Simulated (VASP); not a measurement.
# ZnO (zincite) (P6_3mc) in VASP: notebook, part 3 of 3

VASP 6.6.1.

### Step 6. Single point, LDA

This run uses another cell than the first one, of 12.14 Å³/atom, 1.041 times its volume.

INCAR reads:

```
  PREC = Accurate
  ENCUT = 520
  EDIFF = 1E-7
  ISMEAR = -1
  SIGMA = 0.05
  LREAL = F
  LASPH = T
  NELM = 100
  ALGO = Normal
  ISIF = 2
  LWAVE = F
  LCHARG = F
  GGA = CA
  NBANDS = 26
```

KPOINTS reads:

```
Automatic mesh
0
Gamma
  9 9 5
```

POSCAR reads:

```
ZnO
1.0
    3.2708272232      0.0000000000      0.0000000000
   -1.6354136116      2.8326194666      0.0000000000
    0.0000000000      0.0000000000      5.2401848988
Zn O
2 2
Direct
    0.6666666667      0.3333333333      0.0000000000
    0.3333333333      0.6666666667      0.5000000000
    0.3333333333      0.6666666667      0.8790100000
    0.6666666667      0.3333333333      0.3790100000
```

Potentials or basis: VASP PAW LDA potentials, release 64 (Zn, O).

On the command line:

```console
$ cat potpaw_LDA.64/Zn/POTCAR potpaw_LDA.64/O/POTCAR > POTCAR
$ mpirun -np 1 vasp_std > vasp.out
```

OUTCAR:

```text
PREC = Accurate
   ENCUT = 520
   EDIFF = 1E-7
   ISMEAR = -1
   LREAL = F
   LASPH = T
   NELM = 100
   ISIF = 2
   GGA = CA

 ion  position               nearest neighbor table
   1  0.667  0.333  0.000-   4 1.99   3 1.99   3 1.99   3 1.99
   2  0.333  0.667  0.500-   3 1.99   4 1.99   4 1.99   4 1.99
   3  0.333  0.667  0.879-   2 1.99   1 1.99   1 1.99   1 1.99
   4  0.667  0.333  0.379-   1 1.99   2 1.99   2 1.99   2 1.99

  LATTYP: Found a hexagonal cell.
 ALAT       =     3.2708272232
 C/A-ratio  =     1.6020977390

  Lattice vectors:

 A1 = (   3.2708272232,   0.0000000000,   0.0000000000)
 A2 = (  -1.6354136116,   2.8326194666,   0.0000000000)
 A3 = (   0.0000000000,   0.0000000000,   5.2401848988)

Analysis of symmetry for initial positions (statically):
=====================================================================
 Subroutine PRICEL returns:
 Original cell was already a primitive cell.

 Routine SETGRP: Setting up the symmetry group for a
 hexagonal supercell.

[... 168 lines left out ...]

  energy without entropy =      -21.07915253  energy(sigma->0) =      -21.07915660

 E-fermi :   1.0909     XC(G=0): -11.3591

 val. band max:        0.6949089645   @ k =   0.0000   0.0000   0.0000
 cond. band min:       1.4046867617   @ k =   0.0000   0.0000   0.0000
 fundamental gap:      0.7097777972
 Fermi energy:         1.0909150983

 k-point     1 :       0.0000    0.0000    0.0000
  band No.  band energies     occupation
      1     -16.9450      2.00000
      2     -16.1992      2.00000
      3      -4.9766      2.00000
      4      -4.9766      2.00000
      5      -4.9414      2.00000
      6      -4.8502      2.00000
[... 685 lines left out ...]
     25      13.9468      0.00000
     26      14.9241      0.00000

 [... further k-points ...]

------------------------ aborting loop because EDIFF is reached ----------------------------------------

  FORCE on cell =-STRESS in cart. coord.  units (eV):
  Direction    XX          YY          ZZ          XY          YZ          ZX
  --------------------------------------------------------------------------------------
  -------------------------------------------------------------------------------------
  Total       -2.7737850     -2.7737850     -2.2574026      0.0000000      0.0000000      0.0000000
  in kB      -91.5357875    -91.5357875    -74.4950040      0.0000000      0.0000000      0.0000000
  external PRESSURE =     -85.8555263 kB  Pullay stress =       0.0000000 kB

 VOLUME and BASIS-vectors are now :
 -----------------------------------------------------------------------------
  energy-cutoff  :      520.00
  volume of cell :       48.55
      direct lattice vectors                 reciprocal lattice vectors
     3.270827223  0.000000000  0.000000000     0.305733055  0.176515062  0.000000000
    -1.635413612  2.832619467  0.000000000     0.000000000  0.353030123  0.000000000
     0.000000000  0.000000000  5.240184899     0.000000000  0.000000000  0.190832961

 POSITION                                       TOTAL-FORCE (eV/Angst)
 -----------------------------------------------------------------------------------
      1.63541      0.94421      0.00000         0.000000      0.000000     -0.048875
     -0.00000      1.88841      2.62009         0.000000     -0.000000     -0.048875
     -0.00000      1.88841      4.60617        -0.000000      0.000000      0.048875
      1.63541      0.94421      1.98608         0.000000     -0.000000      0.048875
 -----------------------------------------------------------------------------------
    total drift:                               -0.000001     -0.000001     -0.000242

  FREE ENERGIE OF THE ION-ELECTRON SYSTEM (eV)
  ---------------------------------------------------
  free  energy   TOTEN  =       -21.0791606579 eV

  energy  without entropy=      -21.0791525333  energy(sigma->0) =      -21.07915660
```

OSZICAR:

```text
N       E                     dE             d eps       ncg     rms          rms(c)
DAV:   1     0.296776573183E+03    0.29678E+03   -0.18071E+04  1880   0.200E+03
DAV:   2     0.814744792049E+01   -0.28863E+03   -0.27054E+03  1996   0.413E+02
DAV:   3    -0.234958476947E+02   -0.31643E+02   -0.31226E+02  2076   0.140E+02
DAV:   4    -0.241266238157E+02   -0.63078E+00   -0.62941E+00  2118   0.202E+01
DAV:   5    -0.241298170154E+02   -0.31932E-02   -0.31931E-02  2018   0.149E+00    0.140E+01
DAV:   6    -0.209923039589E+02    0.31375E+01   -0.61501E+00  2928   0.622E+01    0.878E+00
DAV:   7    -0.211479135413E+02   -0.15561E+00   -0.27172E+00  1970   0.167E+01    0.525E+00
DAV:   8    -0.211313000947E+02    0.16613E-01   -0.60338E-01  2476   0.707E+00    0.169E+00
DAV:   9    -0.210772783998E+02    0.54022E-01   -0.10465E-01  2720   0.654E+00    0.342E-01
DAV:  10    -0.210791741235E+02   -0.18957E-02   -0.35184E-02  1902   0.136E+00    0.778E-02
DAV:  11    -0.210791840960E+02   -0.99725E-05   -0.65094E-04  2240   0.607E-01    0.338E-02
DAV:  12    -0.210791593004E+02    0.24796E-04   -0.13544E-04  2386   0.380E-01    0.768E-03
DAV:  13    -0.210791619014E+02   -0.26010E-05   -0.18734E-05  2176   0.424E-02    0.915E-03
DAV:  14    -0.210791606553E+02    0.12462E-05   -0.26949E-06  2222   0.181E-02    0.157E-03
DAV:  15    -0.210791606579E+02   -0.26084E-08   -0.16564E-07  1528   0.710E-03
   1 F= -.21079161E+02 E0= -.21079157E+02  d E =-.812455E-05
```

stdout:

```text
POSCAR found type information on POSCAR ZnO
 POSCAR found :  2 types and       4 ions
 scaLAPACK will be used
 LDA part: xc-table for (Slater(with rela. corr.)+CA(PZ))
 , standard interpolation
 POSCAR, INCAR and KPOINTS ok, starting setup
 FFT: planning ... GRIDC
 FFT: planning ... GRID_SOFT
 FFT: planning ... GRID
 WAVECAR not read
 entering main loop
```

It took 14 s on 1 thread of Intel Xeon 6975P-C (Granite Rapids), shared host; peak memory 0.16 GiB.

Results:

```
Free energy            : -21.0792 eV
Pressure               : -8.6 GPa
Largest force          : 0.049 eV/Å
Band gap on the k mesh : 0.71 eV, direct
```

Forces on the atoms (eV/Å):
```
Zn   0.000  0.000 -0.049
Zn   0.000  0.000 -0.049
O    0.000  0.000  0.049
O    0.000  0.000  0.049
```

### Step 7. The runs side by side

```tsv
level	potentials or basis	cell	gap on the mesh (eV)	pressure (GPa)	largest force (eV/Å)
LDA	VASP PAW LDA potentials, release 64 (Zn, O)	a = 3.227, b = 3.227, c = 5.171 Å, angles 90.0, 90.0, 120.0°, 4 atoms	0.78	-3.2	0.06
revPBE+D4	VASP PAW PBE potentials, release 64 (Zn, O)	a = 3.249, b = 3.249, c = 5.206 Å, angles 90.0, 90.0, 120.0°, 4 atoms	0.86	2.2	0.07
PBE+D3(BJ)	VASP PAW PBE potentials, release 64 (Zn, O)	a = 3.255, b = 3.255, c = 5.256 Å, angles 90.0, 90.0, 120.0°, 4 atoms	0.76	1.0	-
revPBE+D4	VASP PAW PBE potentials, release 64 (Zn, O)	a = 3.271, b = 3.271, c = 5.240 Å, angles 90.0, 90.0, 120.0°, 4 atoms	0.83	-0.5	0.06
LDA	VASP PAW LDA potentials, release 64 (Zn, O)	a = 3.271, b = 3.271, c = 5.240 Å, angles 90.0, 90.0, 120.0°, 4 atoms	0.71	-8.6	0.05
```

Alike in all rows: task single point; no spin polarisation; k mesh 9 × 9 × 5; cutoff (eV) 520; smearing fermi-dirac 0.05 eV.

Caveats: the PAW data sets were made with another functional, which shifts forces and pressure a little (some runs).

Total energies depend on the potentials used, so only differences within one code and one set of settings carry meaning.

### Step 8. Against experiment

Step 3. A measured gap of ZnO is 3.37 eV (quoted in “Electronic structure of alkaline earth and post-transition metal oxides”, 2009, arxiv:0908.1581); the calculated 0.86 eV misses it by -2.51 eV. So large a miss can be the level of theory's own, or it may mean another phase, state or a wrong row. The value is that of revPBE+D4, without temperature or zero-point motion. Semilocal functionals fall short of measured gaps as a rule.

Step 4. Measured gap of ZnO: 3.37 eV (quoted in “Electronic structure of alkaline earth and post-transition metal oxides”, 2009, arxiv:0908.1581). This calculation gives 0.76 eV (-2.61 eV). So large a miss can be the level of theory's own, or it may mean another phase, state or a wrong row. The value is that of PBE+D3(BJ), without temperature or zero-point motion. Semilocal functionals fall short of measured gaps as a rule.

Step 5. Measured gap of ZnO: 3.37 eV (quoted in “Electronic structure of alkaline earth and post-transition metal oxides”, 2009, arxiv:0908.1581). This calculation gives 0.83 eV (-2.54 eV). So large a miss can be the level of theory's own, or it may mean another phase, state or a wrong row. The value is that of revPBE+D4, without temperature or zero-point motion. Semilocal functionals fall short of measured gaps as a rule.
